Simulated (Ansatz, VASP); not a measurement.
BaTl2B in VASP and in Ansatz

```
Ba Tl B
1.0
     4.49259    0.00000    0.00000
    -2.24630    3.89070    0.00000
     0.00000    0.00000   12.90884
Ba Tl B
2 4 2
Direct
  0.33333 0.66667 0.75000
  0.66667 0.33333 0.25000
  0.33333 0.66667 0.42658
  0.66667 0.33333 0.92658
  0.66667 0.33333 0.57342
  0.33333 0.66667 0.07342
  0.00000 0.00000 0.50000
  0.00000 0.00000 0.00000
```

Alike in both runs: functional PBE; k mesh 6 × 6 × 1; occupations gaussian, width 0.1 eV; no spin polarisation.

Ansatz relaxed the structure, and its values are those at the end. VASP's run is a single point on that final structure, the one shown.

|  | VASP | Ansatz |
| --- | --- | --- |
| version | VASP 6.6.1 | Ansatz 0.2.0 |
| potentials or method | VASP PAW PBE potentials, release 64 (Ba_sv, Tl_d, B), cutoff 520 eV | scalar-relativistic, plane waves, PAW |
| valence electrons in the cell | 78 | 78 |

```csv
,VASP,Ansatz,Ansatz less VASP
gap on the k mesh at the Fermi level (eV),none,none,-
pressure (GPa),0.3,0.1,-0.20
rms of the force components (eV/Å),0.015,0.002,-0.0131
```

A gap of «none» marks a metal or a gap that the smearing closes. The functional is the same, so the differences come from potentials, cutoffs and numerics.

The k mesh is coarse, so the values compare programs but aren't converged. Spin-orbit coupling is off throughout.
